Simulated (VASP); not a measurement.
# CuSi24W12 (a cell with a defect) in VASP: single point with PBE

Aim: the single point of CuSi24W12 (a cell with a defect) with PBE.

Everything below comes from runs of VASP 6.6.1. Logs are shortened: lines on timing, memory, paths and dates and some standing lists are left out, and cuts for length are marked.

### Step 1. The cell of the first run

The cell holds a defect, 37 atoms: a = 9.097 Å, b = 9.097 Å, c = 13.646 Å, α = 138.42°, β = 138.42°, γ = 60.26°.

### Step 2. Single point, PBE

The input, INCAR:

```
SYSTEM = CuSi24W12
PREC = Accurate
ENCUT = 520
EDIFF = 1E-7
ISMEAR = 1
SIGMA = 0.1
LREAL = Auto
LASPH = .TRUE.
NELM = 100
ALGO = Normal
ISIF = 2
LWAVE = .FALSE.
LCHARG = .TRUE.
GGA = PE
LELF = .TRUE.
LVHAR = .TRUE.
NBANDS = 162
```

The input, KPOINTS:

```
Automatic mesh
0
G
  3 3 2
  0 0 0
```

The input, POSCAR:

```
CuSi24W12
1.0
   -3.2292007300      3.2292007300      7.8679106500
    3.2292007300     -3.2292007300      7.8679106500
    4.8438010900      4.8438010900    -11.8018659700
Si W Cu
24 12 1
Direct
    0.2231910097      0.1648841667      0.0327413321
    0.3298318373      0.3320539042     -0.0015883187
    0.1619178497      0.1658531888      0.3296477230
    0.3341323840      0.3373999108      0.3382322002
    0.1693762877      0.1623683616      0.6667286579
    0.3291001639      0.3352041511      0.6677648276
    0.1623214768      0.6689886483      0.0002477393
    0.3339142360      0.8256147008     -0.0027380356
    0.1739346877      0.6722784373      0.3402462177
    0.3286397237      0.8269918345      0.3279944759
    0.1753095780      0.6670103526      0.6709692326
    0.3319226081      0.8385924118      0.6679684900
    0.6690940764      0.1660939114     -0.0005858003
    0.8300963884      0.3869896819      0.0387593331
    0.6724427931      0.1657005257      0.3365430309
    0.8352245369      0.3284765405      0.3316928111
    0.6139059581      0.1708322319      0.6294616446
    0.8348188898      0.3318177958      0.6688002748
    0.6657332571      0.6718369347      0.0004704983
    0.8385592909      0.8315372747      0.0014877779
    0.6635099560      0.6667911085      0.3300022999
    0.8350481998      0.8389761068      0.3385545710
    0.6688831000      0.6710955670      0.6698267414
    0.8360454977      0.7777547578      0.6355012196
    0.0068419602     -0.0017758070      0.0054454135
   -0.0005246383      0.0014521666      0.3341133275
    0.0027096776     -0.0059158314      0.6627783512
    0.0016835815      0.5093273104      0.0058029840
    0.0033911047      0.5029763380      0.3395114641
    0.0028423848      0.4943940512      0.6677051638
    0.5065467276     -0.0019160895      0.0005248977
    0.4979372570     -0.0024772837      0.3287048684
    0.4916132570     -0.0007596652      0.6624283162
    0.4937589186      0.5027114435     -0.0000114579
    0.5020173250      0.4989050998      0.3341206565
    0.4982160949      0.5071597941      0.6682404871
   -0.1266406231      0.1275846694     -0.1658853213
```

Potentials or basis: VASP PAW PBE potentials, release 64 (Si, W_sv, Cu).

Started as:

```bash
$ cat potpaw_PBE.64/Si/POTCAR potpaw_PBE.64/W_sv/POTCAR potpaw_PBE.64/Cu/POTCAR > POTCAR
$ mpirun -np 1 vasp_std > vasp.out
```

OUTCAR:

```text
SYSTEM = CuSi24W12
   PREC = Accurate
   ENCUT = 520
   EDIFF = 1E-7
   ISMEAR = 1
   LREAL = Auto
   LASPH = .TRUE.
   NELM = 100
   ISIF = 2
   GGA = PE

 ion  position               nearest neighbor table
   1  0.223  0.165  0.033-  37 2.09  35 2.43  31 2.44   8 2.49   4 2.52   2 2.59  25 2.71  27 2.85
                            28 2.89  15 2.92  24 3.06  14 3.15
   2  0.330  0.332  0.998-   1 2.59  34 2.61   5 2.63  27 2.63  28 2.64  35 2.64  21 2.64   7 2.65
                            31 2.65  13 2.67
   3  0.162  0.166  0.330-  25 2.57  16 2.59  20 2.60   4 2.60  29 2.61  26 2.62  32 2.66  10 2.67
                            36 2.68   6 2.68  17 2.90
   4  0.334  0.337  0.338-   1 2.52  36 2.59   3 2.60  29 2.62  32 2.63  25 2.63   9 2.63  23 2.64
                            35 2.64  15 2.68
   5  0.169  0.162  0.667-  12 2.56  33 2.57  27 2.59  22 2.60   6 2.61  30 2.62   2 2.63  34 2.63
                            26 2.63  18 2.66
   6  0.329  0.335  0.668-  17 2.50  30 2.58  11 2.60   5 2.61  26 2.62  33 2.62  34 2.62  19 2.66
                             3 2.68  36 2.68
   7  0.162  0.669  0.000-  20 2.56  25 2.57  28 2.59  10 2.60   8 2.62  34 2.62  30 2.62  32 2.62
                            18 2.63   2 2.65
   8  0.334  0.826  0.997-   1 2.49  34 2.57  32 2.60  19 2.60  11 2.61  30 2.62   7 2.62  25 2.63
                            31 2.68  15 2.68
   9  0.174  0.672  0.340-  14 2.50  33 2.55  10 2.58  12 2.60  35 2.63   4 2.63  26 2.64  28 2.64
[... 42 lines left out ...]
                            16 2.66  11 2.68  34 3.17  26 3.20  35 3.25  25 3.25
  31  0.507  0.998  0.001-   1 2.44  19 2.58  16 2.60  13 2.61  11 2.62  20 2.62  12 2.62   2 2.65
                            15 2.66   8 2.68  36 3.17  26 3.20  35 3.25  27 3.25
  32  0.498  0.998  0.329-  17 2.44   8 2.60  15 2.60  22 2.61  21 2.62   7 2.62   4 2.63  18 2.65
                             3 2.66  10 2.67  25 3.15  34 3.18  27 3.26  36 3.29
  33  0.492  0.999  0.662-   9 2.55   5 2.57  37 2.58  12 2.59   6 2.62  13 2.63  23 2.64  10 2.64
                            17 2.72  14 2.88  24 2.89  26 3.19  35 3.24  34 3.25  25 3.33
  34  0.494  0.503  1.000-  14 2.44   8 2.57  21 2.59   2 2.61   7 2.62   6 2.62   5 2.63  13 2.66
                            22 2.68  19 2.68  30 3.17  32 3.18  33 3.25  29 3.29
  35  0.502  0.499  0.334-   1 2.43  24 2.43   9 2.63  10 2.63  23 2.64   2 2.64  21 2.64   4 2.64
                            15 2.65  16 2.65  33 3.24  28 3.24  30 3.25  31 3.25
  36  0.498  0.507  0.668-  17 2.44  11 2.57   4 2.59  23 2.61  12 2.62  19 2.62  20 2.63  18 2.66
                             3 2.68   6 2.68  31 3.17  29 3.18  28 3.25  32 3.29
  37  0.873  0.128  0.834-  24 2.09   1 2.09  14 2.09  17 2.09  28 2.58  33 2.58  27 2.60  25 2.60

  Warning from LATTYP: Got some problem with cell dimensions!
  Tried to take original basis but could not verify dimensions!
  LATTYP: Found a base centered monoclinic cell.
 ALAT       =    15.7358213000
 B/A-ratio  =     0.5804310282
 C/A-ratio  =     0.5020023408
 COS(beta)  =    -0.4980056466

  Lattice vectors:

 A1 = (   3.2292007300,  -3.2292007300,  -7.8679106500)
 A2 = (  -3.2292007300,   3.2292007300,  -7.8679106500)
 A3 = (   4.8438010900,   4.8438010900,   3.9339553300)

Analysis of symmetry for initial positions (statically):
=====================================================================
 Subroutine PRICEL returns:
 Original cell was already a primitive cell.

 Routine SETGRP: Setting up the symmetry group for a
 base centered monoclinic supercell.

 Subroutine GETGRP returns: Found  1 space group operations
 (whereof  1 operations were pure point group operations)
 out of a pool of  4 trial point group operations.

The static configuration has the point symmetry C_1 .

Analysis of symmetry for dynamics (positions and initial velocities):
=====================================================================
 Subroutine PRICEL returns:
 Original cell was already a primitive cell.

 Routine SETGRP: Setting up the symmetry group for a
 base centered monoclinic supercell.

 Subroutine GETGRP returns: Found  1 space group operations
 (whereof  1 operations were pure point group operations)
 out of a pool of  4 trial point group operations.

The dynamic configuration has the point symmetry C_1 .

 Subroutine INISYM returns: Found  1 space group operations
 (whereof  1 operations are pure point group operations),
 and found     1 'primitive' translations

----------------------------------------------------------------------------------------

                                     Primitive cell

  volume of cell :     492.2670

  direct lattice vectors                    reciprocal lattice vectors
    -3.229200730  3.229200730  7.867910650     0.000000000  0.154837076  0.063549273
[... 123 lines left out ...]
 -----------------------------------------------------------------------------

 Subroutine IBZKPT returns following result:
 ===========================================

 Found     10 irreducible k-points:

 Following reciprocal coordinates:
            Coordinates               Weight
  0.000000  0.000000  0.000000      1.000000
  0.333333  0.000000  0.000000      2.000000
 -0.000000 -0.333333 -0.000000      2.000000
  0.333333  0.333333 -0.000000      2.000000
 -0.333333  0.333333  0.000000      2.000000
  0.000000  0.000000  0.500000      1.000000
  0.333333  0.000000  0.500000      2.000000
  0.000000 -0.333333  0.500000      2.000000
  0.333333  0.333333  0.500000      2.000000
 -0.333333  0.333333  0.500000      2.000000
   k-points           NKPTS =     10   k-points in BZ     NKDIM =     10   number of bands    NBANDS=    162
   number of dos      NEDOS =    301   number of ions     NIONS =     37
   total plane-waves  NPLWV = 529200
   dimension x,y,z NGX =    70 NGY =   70 NGZ =  108
   dimension x,y,z NGXF=   140 NGYF=  140 NGZF=  216
   ions per type =              24  12   1
   NGX,Y,Z   is equivalent  to a cutoff of  12.79, 12.79, 13.16 a.u.
   NGXF,Y,Z  is equivalent  to a cutoff of  25.58, 25.58, 26.32 a.u.
 SYSTEM =  CuSi24W12
   PREC   = accura    normal or accurate (medium, high low for compatibility)
   ISTART =      0    job   : 0-new  1-cont  2-samecut
   ICHARG =      2    charge: 1-file 2-atom 10-const
   ISPIN  =      1    spin polarized calculation?
   LNONCOLLINEAR =      F non collinear calculations
   LSORBIT =      F    spin-orbit coupling
   LASPH  =      T    aspherical Exc in radial PAW
   ENCUT  =  520.0 eV  38.22 Ry    6.18 a.u.  16.91 16.91 25.37*2*pi/ulx,y,z
   NELM   =    100;   NELMIN=  2; NELMDL= -5     # of ELM steps
   EDIFF  = 0.1E-06   stopping-criterion for ELM
   LREAL  =      T    real-space projection
   EDIFFG = 0.1E-05   stopping-criterion for IOM
   NSW    =      0    number of steps for IOM
   IBRION =     -1    ionic relax: 0-MD 1-quasi-New 2-CG
   NFREE  =      0    steps in history (QN), initial steepest desc. (CG)
   ISIF   =      2    stress and relaxation
   ISYM   =      2    0-nonsym 1-usesym 2-fastsym
   POTIM  = 0.5000    time-step for ionic-motion
   TEBEG  =    0.0;   TEEND  =   0.0 temperature during run
   PSTRESS=    0.0 pullay stress
   NELECT =     275.0000    total number of electrons
   NUPDOWN=      -1.0000    fix difference up-down
   EMIN   =  10.00;   EMAX   =-10.00  energy-range for DOS
   EFERMI =   0.00;   METHOD = LEGACY
   ISMEAR =     1;   SIGMA  =   0.10  broadening in eV -4-tet -1-fermi 0-gaus
   EFERMI_NEDOS =   21; number of points for ismear=-14 and -15
   IALGO  =     38    algorithm
   IMIX   =      4    mixing-type and parameters
     AMIX     =   0.40;   BMIX     =  1.00
     AMIX_MAG =   1.60;   BMIX_MAG =  1.00
  volume/ion in A,a.u.               =      13.30        89.78
  Fermi-wavevector in a.u.,A,eV,Ry     =   1.348297  2.547911 24.734086  1.817904
  Thomas-Fermi vector in A             =   2.475977
   LORBIT       =      0    0 simple, 1 ext, 2 COOP (PROOUT), +10 PAW based schemes
   GGA     = PE    functional components
   LHFCALC =     F    Hartree Fock is set to
   AEXX    =    0.0000 exact exchange contribution
   IVDW    =     0    specifies the selected vdW correction
   LEPSILON=     F    determine dielectric tensor
   LRPA    =     F    only Hartree local field effects (RPA)
 non-spin polarized calculation
 Methfessel and Paxton  Order N= 1 SIGMA  =   0.10
  energy-cutoff  :      520.00
  volume of cell :      492.27
 maximum number of plane-waves:     13271
 NGX is ok and might be reduce to    70
   NGX = 33   NGY = 33   NGZ = 51

 number of electron     274.9999998 magnetization

 Free energy of the ion-electron system (eV)
  ---------------------------------------------------
  ext. energy  EPLUGINS =         0.00000000
  ---------------------------------------------------
  free energy    TOTEN  =      -297.83262825 eV

  energy without entropy =     -297.83407570  energy(sigma->0) =     -297.83311074

 E-fermi :  12.3044     XC(G=0): -12.5748

 val. band max:       12.1411880641   @ k =   0.3333   0.0000   0.5000
 cond. band min:      12.3446439598   @ k =  -0.3333   0.3333   0.0000
 fundamental gap:      0.2034558956
 Fermi energy:        12.3043818667

 k-point     1 :       0.0000    0.0000    0.0000
  band No.  band energies     occupation
      1     -61.8687      2.00000
      2     -61.8683      2.00000
      3     -61.8663      2.00000
      4     -61.8661      2.00000
      5     -61.8373      2.00000
      6     -61.8150      2.00000
[... 1509 lines left out ...]
    148      13.6979     -0.00000
    149      13.7751     -0.00000
 [bands above 149 left out]

------------------------ aborting loop because EDIFF is reached ----------------------------------------

  FORCE on cell =-STRESS in cart. coord.  units (eV):
  Direction    XX          YY          ZZ          XY          YZ          ZX
  --------------------------------------------------------------------------------------
  -------------------------------------------------------------------------------------
  Total       26.2399691     26.2387558     19.0745052     -0.6565600      0.0959406      0.0990428
  in kB       85.4030044     85.3990554     62.0816300     -2.1369003      0.3122569      0.3223538
  external PRESSURE =      77.6278966 kB  Pullay stress =       0.0000000 kB

 VOLUME and BASIS-vectors are now :
 -----------------------------------------------------------------------------
  energy-cutoff  :      520.00
  volume of cell :      492.27
      direct lattice vectors                 reciprocal lattice vectors
    -3.229200730  3.229200730  7.867910650     0.000000000  0.154837076  0.063549273
     3.229200730 -3.229200730  7.867910650     0.154837076  0.000000000  0.063549273
     4.843801090  4.843801090-11.801865970     0.103224718  0.103224718  0.000000000

 POSITION                                       TOTAL-FORCE (eV/Angst)
 -----------------------------------------------------------------------------------
     -0.02969      0.34688      2.66693        -0.002295     -0.002749      0.005217
      4.84328      4.82893     -6.57546         0.001007     -0.003297      0.000822
      1.60946      1.58404     -1.31158         0.002294     -0.005282     -0.001960
      1.64888      1.62778      1.29179         0.000737     -0.003594      0.002394
      3.20687      3.25213     -5.25850        -0.001422      0.000835     -0.003719
      3.25423      3.21481     -2.65418         0.005347      0.002698      0.003146
[... 29 lines left out ...]
      3.26570      3.20794      0.02372        -0.001622      0.005602     -0.003511
      1.63203      6.44854     -1.96877         0.005204     -0.005204     -0.000362
 -----------------------------------------------------------------------------------
    total drift:                                0.004046     -0.001696     -0.005206

  FREE ENERGIE OF THE ION-ELECTRON SYSTEM (eV)
  ---------------------------------------------------
  free  energy   TOTEN  =      -297.8326282549 eV

  energy  without entropy=     -297.8340756994  energy(sigma->0) =     -297.83311074
```

Run time: 83 min. Hardware: 1 thread of Intel Xeon Platinum 8488C (Sapphire Rapids), shared host; peak memory 1.3 GiB.

What came out:

```
Free energy            : -297.8326 eV
Pressure               : 7.8 GPa
Largest force          : 0.015 eV/Å
Band gap on the k mesh : zero (an odd number of electrons rules out a gap without spin polarisation)
```

Forces in eV/Å, atoms in the order of the input:
```
Si  -0.002 -0.003  0.005
Si   0.001 -0.003  0.001
Si   0.002 -0.005 -0.002
Si   0.001 -0.004  0.002
Si  -0.001  0.001 -0.004
Si   0.005  0.003  0.003
Si  -0.001  0.000 -0.002
Si  -0.002 -0.003  0.003
Si  -0.004  0.005 -0.001
Si  -0.006  0.002  0.003
Si   0.004  0.001 -0.002
Si  -0.001  0.001  0.003
Si  -0.003  0.001 -0.001
Si  -0.007  0.000 -0.001
Si  -0.003  0.002 -0.001
Si  -0.002  0.003  0.002
Si  -0.001  0.008  0.000
Si   0.000  0.003  0.000
Si  -0.004 -0.005 -0.005
Si  -0.001  0.000  0.004
Si   0.005  0.000 -0.001
Si   0.007 -0.001  0.003
Si   0.002 -0.003  0.000
Si   0.002  0.002 -0.005
W   -0.001 -0.007 -0.008
W    0.006 -0.006 -0.001
W    0.007  0.001  0.006
W   -0.005  0.000  0.006
W   -0.003  0.005 -0.001
W    0.000  0.000  0.001
W    0.001  0.000 -0.003
W   -0.005  0.006  0.001
W    0.001  0.005 -0.006
W   -0.005  0.003  0.004
W    0.011 -0.011  0.001
W   -0.002  0.006 -0.004
Cu   0.005 -0.005  0.000
```

Stress tensor (GPa, compression positive):
```
 8.54 -0.21  0.03
-0.21  8.54  0.03
 0.03  0.03  6.21
```

Levels at points of the mesh, in eV from the Fermi level:
| k point | band 135 | band 136 | band 137 | band 138 | band 139 | band 140 | band 141 | band 142 |
| --- | --- | --- | --- | --- | --- | --- | --- | --- |
| (0.00, 0.00, 0.00) | -0.74 | -0.73 | -0.61 | -0.45 | 0.30 | 1.01 | 1.05 | 1.15 |
| (0.00, 0.00, 0.50) | -0.86 | -0.85 | -0.66 | -0.63 | 0.44 | 0.67 | 0.77 | 1.04 |

Caveat: spin-orbit coupling is left out, which moves the levels of the heavy elements; an odd number of electrons without spin polarisation forces a metal; a magnetic or distorted state may lie lower.

The gap in the log of VASP goes by the Fermi energy; the results here count the filled bands.